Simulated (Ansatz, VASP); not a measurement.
## Hf3N: VASP beside Ansatz

```xyz
8
Lattice="5.7359 0.0000 0.0000 -2.8680 4.9674 0.0000 0.0000 0.0000 4.9414" Properties=species:S:1:pos:R:3 pbc="T T T"
Hf    2.8680    3.2939    1.2354
Hf   -1.4186    4.1307    3.7061
Hf    1.4493    0.8368    1.2354
Hf    0.0000    1.6735    3.7061
Hf    4.2866    0.8368    1.2354
Hf    1.4186    4.1307    3.7061
N     0.0000    3.3116    1.2354
N     2.8680    1.6558    3.7061
```

Alike in both runs: functional PBE; k mesh 12 × 12 × 8; occupations gaussian, width 0.1 eV; no spin polarisation.

Ansatz relaxed the structure, and its values are those at the end. VASP's run is a single point on that final structure, the one shown.

|  | VASP | Ansatz |
| --- | --- | --- |
| version | VASP 6.6.1 | Ansatz 0.2.0 |
| potentials or method | VASP PAW PBE potentials, release 64 (Hf_pv, N), cutoff 520 eV | scalar-relativistic, plane waves, PAW |
| valence electrons in the cell | 70 | 166 |

Ansatz gave:

| Item | Value |
| --- | --- |
| gap on the k mesh at the Fermi level (eV) | none |
| pressure (GPa) | 0.0 |
| rms of the force components (eV/Å) | 0.000 |

Task: What did VASP give for the same quantities?

Result: gap on the k mesh at the Fermi level (eV): none; pressure (GPa): -0.6; rms of the force components (eV/Å): 0.005.

A gap of «none» marks a metal or a gap that the smearing closes. VASP's potentials hold 70 valence electrons a cell and Ansatz's 166, so a difference there can come from the potentials and not from the codes. Ansatz's warnings: eigensolver not converged.

Neither program's run includes spin-orbit coupling.
